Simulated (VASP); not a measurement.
# PbO2 (P4_2/mnm) in VASP: notebook

The runs below take PbO2 through single point, with PBE-based screened hybrid with 75 % exact exchange, HSE06.

All numbers are computed with VASP 6.6.1; they aren't measurements. Logs are shortened: lines on timing, memory, paths and dates and some standing lists are left out, and cuts for length are marked.

**1. The cell of the first run**

The structure is tetragonal, space group P4_2/mnm (No. 136). Conventional cell: a = 4.984 Å, b = 4.984 Å, c = 3.408 Å, α = 90.00°, β = 90.00°, γ = 90.00°. Pb (site symmetry mmm) has 6 O at 2.17 to 2.18 Å within 2.9 Å. Within 2.9 Å of O (site symmetry m2m) lie 3 Pb at 2.17 to 2.18 Å and 1 O at 2.72 Å.

**2. Single point, PBE-based screened hybrid with 75 % exact exchange**

The input, POSCAR:

```
PbO2
1.0
    4.9838461089      0.0000000000      0.0000000000
    0.0000000000      4.9838461089      0.0000000000
    0.0000000000      0.0000000000      3.4076223207
Pb O
2 4
Direct
    0.0000000000      0.0000000000      0.0000000000
    0.5000000000      0.5000000000      0.5000000000
    0.3072128127      0.3072128127      0.0000000000
    0.1927871873      0.8072128127      0.5000000000
    0.8072128127      0.1927871873      0.5000000000
    0.6927871873      0.6927871873      0.0000000000
```

The input, INCAR.step1:

```
SYSTEM = PbO2
PREC = Accurate
ENCUT = 520
EDIFF = 1E-5
ISMEAR = 0
SIGMA = 0.01
LREAL = .FALSE.
LASPH = .TRUE.
NELM = 120
ALGO = Normal
ISIF = 2
LWAVE = .TRUE.
LCHARG = .FALSE.
GGA = PE
NBANDS = 35
GGA_COMPAT = .FALSE.
```

The input, INCAR.step2:

```
SYSTEM = PbO2
PREC = Accurate
ENCUT = 520
EDIFF = 1E-6
ISMEAR = 0
SIGMA = 0.01
LREAL = .FALSE.
LASPH = .TRUE.
NELM = 120
ALGO = Normal
ISIF = 2
LWAVE = .FALSE.
LCHARG = .FALSE.
GGA = PE
LHFCALC = .TRUE.
AEXX = 0.75
HFSCREEN = 0.2078
PRECFOCK = Normal
ISTART = 1
NBANDS = 35
GGA_COMPAT = .FALSE.
```

The input, KPOINTS:

```
regular mesh
0
G
  2 2 4
  0 0 0
```

Potentials or basis: VASP PAW PBE potentials, release 64 (Pb_d, O).

On the command line:

```sh
$ cat potpaw_PBE.64/Pb_d/POTCAR potpaw_PBE.64/O/POTCAR > POTCAR
$ cp INCAR.step1 INCAR
$ mpirun -np 1 vasp_std > vasp.out
$ cp INCAR.step2 INCAR
$ mpirun -np 1 vasp_std > vasp.out
```

OUTCAR:

```text
SYSTEM = PbO2
   PREC = Accurate
   ENCUT = 520
   EDIFF = 1E-6
   ISMEAR = 0
   LREAL = .FALSE.
   LASPH = .TRUE.
   NELM = 120
   ISIF = 2
   GGA = PE
   LHFCALC = .TRUE.
   AEXX = 0.75
   HFSCREEN = 0.2078
   PRECFOCK = Normal
   ISTART = 1

 ion  position               nearest neighbor table
   1  0.000  0.000  0.000-   3 2.17   6 2.17   5 2.18   4 2.18   4 2.18   5 2.18   2 3.91   2 3.91
                             2 3.91   2 3.91   2 3.91   2 3.91   2 3.91   2 3.91
   2  0.500  0.500  0.500-   4 2.17   5 2.17   3 2.18   6 2.18   3 2.18   6 2.18   1 3.91   1 3.91
                             1 3.91   1 3.91   1 3.91   1 3.91   1 3.91   1 3.91
   3  0.307  0.307  0.000-   1 2.17   2 2.18   2 2.18
   4  0.193  0.807  0.500-   2 2.17   1 2.18   1 2.18
   5  0.807  0.193  0.500-   2 2.17   1 2.18   1 2.18
   6  0.693  0.693  0.000-   1 2.17   2 2.18   2 2.18

  LATTYP: Found a simple tetragonal cell.
 ALAT       =     4.9838461089
 C/A-ratio  =     0.6837334553

  Lattice vectors:

 A1 = (   4.9838461089,   0.0000000000,   0.0000000000)
 A2 = (   0.0000000000,   4.9838461089,   0.0000000000)
 A3 = (   0.0000000000,   0.0000000000,   3.4076223207)

Analysis of symmetry for initial positions (statically):
=====================================================================
 Subroutine PRICEL returns:
 Original cell was already a primitive cell.

 Routine SETGRP: Setting up the symmetry group for a
 simple tetragonal supercell.

 Subroutine GETGRP returns: Found 16 space group operations
 (whereof  8 operations were pure point group operations)
 out of a pool of 16 trial point group operations.

The static configuration has the point symmetry D_2h.
 The point group associated with its full space group is D_4h.

Analysis of symmetry for dynamics (positions and initial velocities):
=====================================================================
 Subroutine PRICEL returns:
 Original cell was already a primitive cell.

 Routine SETGRP: Setting up the symmetry group for a
 simple tetragonal supercell.

 Subroutine GETGRP returns: Found 16 space group operations
 (whereof  8 operations were pure point group operations)
 out of a pool of 16 trial point group operations.

The dynamic configuration has the point symmetry D_2h.
 The point group associated with its full space group is D_4h.

 Subroutine INISYM returns: Found 16 space group operations
 (whereof  8 operations are pure point group operations),
 and found     1 'primitive' translations

----------------------------------------------------------------------------------------

                                     Primitive cell

  volume of cell :      84.6410

  direct lattice vectors                    reciprocal lattice vectors
     4.983846109  0.000000000  0.000000000     0.200648250  0.000000000  0.000000000
     0.000000000  4.983846109  0.000000000     0.000000000  0.200648250  0.000000000
     0.000000000  0.000000000  3.407622321     0.000000000  0.000000000  0.293459752

  length of vectors
     4.983846109  4.983846109  3.407622321     0.200648250  0.200648250  0.293459752

  position of ions in fractional coordinates (direct lattice)
     0.000000000  0.000000000  0.000000000
     0.500000000  0.500000000  0.500000000
     0.307212813  0.307212813  0.000000000
     0.192787187  0.807212813  0.500000000
     0.807212813  0.192787187  0.500000000
     0.692787187  0.692787187  0.000000000

  ion indices of the primitive-cell ions
   primitive index   ion index
                 1           1
                 2           2
                 3           3
                 4           4
                 5           5
                 6           6

----------------------------------------------------------------------------------------

 KPOINTS: regular mesh

Automatic generation of k-mesh.
 Grid dimensions read from file:
 generate k-points for:    2    2    4

 Generating k-lattice:

  Cartesian coordinates                     Fractional coordinates (reciprocal lattice)
     0.100324125  0.000000000  0.000000000     0.500000000  0.000000000  0.000000000
     0.000000000  0.100324125  0.000000000     0.000000000  0.500000000  0.000000000
     0.000000000  0.000000000  0.073364938     0.000000000  0.000000000  0.250000000

  Length of vectors
     0.100324125  0.100324125  0.073364938

  Shift w.r.t. Gamma in fractional coordinates (k-lattice)
     0.000000000  0.000000000  0.000000000

 Subroutine IBZKPT returns following result:
 ===========================================

 Found      9 irreducible k-points:

 Following reciprocal coordinates:
            Coordinates               Weight
  0.000000  0.000000  0.000000      1.000000
  0.500000  0.000000  0.000000      2.000000
  0.500000  0.500000  0.000000      1.000000
  0.000000  0.000000  0.250000      2.000000
  0.500000  0.000000  0.250000      4.000000
  0.500000  0.500000  0.250000      2.000000
  0.000000  0.000000  0.500000      1.000000
  0.500000  0.000000  0.500000      2.000000
  0.500000  0.500000  0.500000      1.000000
   k-points           NKPTS =      9   k-points in BZ     NKDIM =     16   number of bands    NBANDS=     35
   number of dos      NEDOS =    301   number of ions     NIONS =      6
   total plane-waves  NPLWV =  44800
   dimension x,y,z NGX =    40 NGY =   40 NGZ =   28
   dimension x,y,z NGXF=    80 NGYF=   80 NGZF=   56
   ions per type =               2   4
   NGX,Y,Z   is equivalent  to a cutoff of  13.34, 13.34, 13.66 a.u.
   NGXF,Y,Z  is equivalent  to a cutoff of  26.69, 26.69, 27.32 a.u.
 SYSTEM =  PbO2
   PREC   = accura    normal or accurate (medium, high low for compatibility)
   ISTART =      1    job   : 0-new  1-cont  2-samecut
   ICHARG =      0    charge: 1-file 2-atom 10-const
   ISPIN  =      1    spin polarized calculation?
   LNONCOLLINEAR =      F non collinear calculations
   LSORBIT =      F    spin-orbit coupling
   LASPH  =      T    aspherical Exc in radial PAW
   ENCUT  =  520.0 eV  38.22 Ry    6.18 a.u.   9.27  9.27  6.34*2*pi/ulx,y,z
   NELM   =    120;   NELMIN=  2; NELMDL=  0     # of ELM steps
   EDIFF  = 0.1E-05   stopping-criterion for ELM
   LREAL  =      F    real-space projection
   EDIFFG = 0.1E-04   stopping-criterion for IOM
   NSW    =      0    number of steps for IOM
   IBRION =     -1    ionic relax: 0-MD 1-quasi-New 2-CG
   NFREE  =      0    steps in history (QN), initial steepest desc. (CG)
   ISIF   =      2    stress and relaxation
   ISYM   =      3    0-nonsym 1-usesym 2-fastsym
   POTIM  = 0.5000    time-step for ionic-motion
   TEBEG  =    0.0;   TEEND  =   0.0 temperature during run
   PSTRESS=    0.0 pullay stress
   NELECT =      52.0000    total number of electrons
   NUPDOWN=      -1.0000    fix difference up-down
   EMIN   =  10.00;   EMAX   =-10.00  energy-range for DOS
   EFERMI =   0.00;   METHOD = LEGACY
   ISMEAR =     0;   SIGMA  =   0.01  broadening in eV -4-tet -1-fermi 0-gaus
   EFERMI_NEDOS =   21; number of points for ismear=-14 and -15
   IALGO  =     38    algorithm
   IMIX   =      1    mixing-type and parameters
     AMIX     =   0.40;   BMIX     =  1.00
     AMIX_MAG =   1.60;   BMIX_MAG =  1.00
  volume/ion in A,a.u.               =      14.11        95.20
  Fermi-wavevector in a.u.,A,eV,Ry     =   1.391711  2.629952 26.352572  1.936859
  Thomas-Fermi vector in A             =   2.515524
   LORBIT       =      0    0 simple, 1 ext, 2 COOP (PROOUT), +10 PAW based schemes
   GGA     = PE    functional components
   LHFCALC =     T    Hartree Fock is set to
   PRECFOCK=normal    Normal, Fast or Accurate (Low or Medium for compatibility)
   ENCUT4O =  -1.0   cutoff for four orbital integrals eV
   NKREDX  =     1    reduce k-point grid by
   NKREDY  =     1    reduce k-point grid by
   NKREDZ  =     1    reduce k-point grid by
   AEXX    =    0.7500 exact exchange contribution
   HFSCREEN=    0.2078 screening length (either q_TF or 0.3 A-1)
   HFSCREENC=   0.2078 screening length for correlation (either q_TF or 0.3 A-1)
   ENCUTFOCK=  -1.0 apply spherical cutoff to Coloumb kernel
   IVDW    =     0    specifies the selected vdW correction
   LEPSILON=     F    determine dielectric tensor
   LRPA    =     F    only Hartree local field effects (RPA)
 non-spin polarized calculation
 Gauss-broadening in eV      SIGMA  =   0.01
  energy-cutoff  :      520.00
  volume of cell :       84.64
 maximum number of plane-waves:      2304
 NGX is ok and might be reduce to    40
  NGX = 30; NGY = 30; NGZ = 20

 number of electron      52.0000010 magnetization

 Free energy of the ion-electron system (eV)
  ---------------------------------------------------
  ext. energy  EPLUGINS =         0.00000000
  ---------------------------------------------------
  free energy    TOTEN  =       -60.68914388 eV

  energy without entropy =      -60.68914388  energy(sigma->0) =      -60.68914388

 E-fermi :   1.0560     XC(G=0):  -4.9710

 val. band max:        0.9898320147   @ k =   0.5000   0.0000   0.5000
 cond. band min:       3.6091824079   @ k =   0.0000   0.0000   0.0000
 fundamental gap:      2.6193503932
 Fermi energy:         1.0559605421

 k-point     1 :       0.0000    0.0000    0.0000
  band No.  band energies     occupation
      1     -22.1887      2.00000
      2     -21.9275      2.00000
      3     -20.3314      2.00000
      4     -20.3314      2.00000
      5     -18.1388      2.00000
      6     -17.8995      2.00000
[... 27 lines left out ...]
     34      18.0907      0.00000
     35      18.0907      0.00000

 k-point     2 :       0.5000    0.0000    0.0000
  band No.  band energies     occupation
      1     -21.6860      2.00000
      2     -21.6859      2.00000
      3     -21.0176      2.00000
      4     -21.0176      2.00000
      5     -17.8859      2.00000
      6     -17.8859      2.00000
[... 27 lines left out ...]
     34      18.4685      0.00000
     35      18.5774      0.00000
[... 226 lines left out ...]
     34      17.7784      0.00000
     35      18.1248      0.00000

 k-point     9 :       0.5000    0.5000    0.5000
  band No.  band energies     occupation
      1     -21.5001      2.00000
      2     -21.5001      2.00000
      3     -21.2188      2.00000
      4     -21.2188      2.00000
      5     -17.5059      2.00000
      6     -17.5059      2.00000
[... 27 lines left out ...]
     34      16.8430      0.00000
     35      19.3505      0.00000

------------------------ aborting loop because EDIFF is reached ----------------------------------------

  FORCE on cell =-STRESS in cart. coord.  units (eV):
  Direction    XX          YY          ZZ          XY          YZ          ZX
  --------------------------------------------------------------------------------------
  -------------------------------------------------------------------------------------
  Total       -9.1355753     -9.1355753    -13.2304199     -0.0000000      0.0000000      0.0000000
  in kB     -172.9281838   -172.9281838   -250.4398928     -0.0000000      0.0000000      0.0000000
  external PRESSURE =    -198.7654201 kB  Pullay stress =       0.0000000 kB

 VOLUME and BASIS-vectors are now :
 -----------------------------------------------------------------------------
  energy-cutoff  :      520.00
  volume of cell :       84.64
      direct lattice vectors                 reciprocal lattice vectors
     4.983846109  0.000000000  0.000000000     0.200648250  0.000000000  0.000000000
     0.000000000  4.983846109  0.000000000     0.000000000  0.200648250  0.000000000
     0.000000000  0.000000000  3.407622321     0.000000000  0.000000000  0.293459752

 POSITION                                       TOTAL-FORCE (eV/Angst)
 -----------------------------------------------------------------------------------
      0.00000      0.00000      0.00000         0.000000      0.000000      0.000000
      2.49192      2.49192      1.70381         0.000000      0.000000      0.000000
      1.53110      1.53110      0.00000         0.199978      0.199978      0.000000
      0.96082      4.02302      1.70381        -0.199978      0.199978     -0.000000
      4.02302      0.96082      1.70381         0.199978     -0.199978      0.000000
      3.45274      3.45274      0.00000        -0.199978     -0.199978      0.000000
 -----------------------------------------------------------------------------------
    total drift:                               -0.000001      0.000008     -0.000011

  FREE ENERGIE OF THE ION-ELECTRON SYSTEM (eV)
  ---------------------------------------------------
  free  energy   TOTEN  =       -60.6891438779 eV

  energy  without entropy=      -60.6891438779  energy(sigma->0) =      -60.68914388
```

Run time: 44 min. Hardware: 1 thread of Intel Xeon 8259CL, shared host; peak memory 0.34 GiB.

What came out:

- Free energy: -60.6891 eV
- Pressure: -19.9 GPa
- Largest force: 0.283 eV/Å
- Band gap on the k mesh: 2.62 eV (least direct gap 3.17 eV)

Forces in eV/Å, atoms in the order of the input:
```
Pb   0.000  0.000  0.000
Pb   0.000  0.000  0.000
O    0.200  0.200  0.000
O   -0.200  0.200  0.000
O    0.200 -0.200  0.000
O   -0.200 -0.200  0.000
```

Caveat: the k points lie up to 0.63 Å⁻¹ apart; the PAW data sets were made with another functional, which shifts forces and pressure a little; spin-orbit coupling is left out, which moves the levels of the heavy elements. A k mesh can miss the band edges.

**3. Single point, HSE06**

POSCAR is that of step 2.

The input, INCAR.step1:

```
PREC = Accurate
ENCUT = 520
EDIFF = 1E-5
ISMEAR = 0
SIGMA = 0.01
LREAL = False
LASPH = True
NELM = 120
ALGO = Normal
ISIF = 2
LWAVE = True
LCHARG = False
GGA = PE
NBANDS = 35
GGA_COMPAT = False
```

The input, INCAR.step2:

```
PREC = Accurate
ENCUT = 520
EDIFF = 1E-6
ISMEAR = 0
SIGMA = 0.01
LREAL = False
LASPH = True
NELM = 120
ALGO = Normal
ISIF = 2
LWAVE = False
LCHARG = False
GGA = PE
LHFCALC = True
HFSCREEN = 0.2079
PRECFOCK = Normal
ISTART = 1
NBANDS = 35
GGA_COMPAT = False
```

The input, KPOINTS:

```
Automatic mesh
0
Gamma
  2 2 4
```

Potentials or basis: VASP PAW PBE potentials, release 64 (Pb_d, O).

On the command line:

```sh
$ cat potpaw_PBE.64/Pb_d/POTCAR potpaw_PBE.64/O/POTCAR > POTCAR
$ cp INCAR.step1 INCAR
$ mpirun -np 1 vasp_std > vasp.out
$ cp INCAR.step2 INCAR
$ mpirun -np 1 vasp_std > vasp.out
```

Run time: 30 min. Hardware: 1 thread of Intel Xeon 8259CL, shared host; peak memory 0.34 GiB.

The run converged. Its results:

```
Free energy            : -40.8551 eV
Pressure               : -1.2 GPa
Band gap on the k mesh : 0.06 eV (least direct gap 0.12 eV)
```

Stress tensor (GPa, compression positive):
```
-0.97  0.00  0.00
 0.00 -0.97  0.00
 0.00  0.00 -1.62
```

Levels at points of the mesh, in eV from the valence-band top:
| k point | band 22 | band 23 | band 24 | band 25 | band 26 | band 27 | band 28 | band 29 | band 30 | band 31 |
| --- | --- | --- | --- | --- | --- | --- | --- | --- | --- | --- |
| (0.00, 0.00, 0.00) | -0.68 | -0.68 | -0.45 | -0.45 | -0.07 | 0.06 | 6.03 | 7.52 | 7.52 | 11.36 |
| (0.50, 0.00, 0.00) | -1.41 | -0.47 | -0.47 | -0.43 | -0.43 | 3.87 | 3.87 | 8.16 | 8.16 | 11.82 |
| (0.50, 0.50, 0.00) | -1.65 | -0.70 | -0.70 | -0.51 | -0.51 | 4.36 | 4.36 | 8.43 | 8.43 | 12.16 |
| (0.00, 0.00, 0.50) | -1.89 | -1.36 | -1.36 | -1.03 | -1.03 | 5.45 | 5.45 | 10.76 | 10.76 | 11.69 |
| (0.50, 0.00, 0.50) | -1.27 | -0.98 | -0.98 | 0.00 | 0.00 | 5.80 | 5.80 | 9.09 | 9.09 | 11.99 |
| (0.50, 0.50, 0.50) | -1.69 | -0.81 | -0.81 | -0.75 | -0.75 | 4.39 | 4.39 | 10.11 | 10.11 | 11.89 |

Caveat: the k points lie up to 0.63 Å⁻¹ apart; the PAW data sets were made with another functional, which shifts forces and pressure a little; spin-orbit coupling is left out, which moves the levels of the heavy elements. A k mesh can miss the band edges.
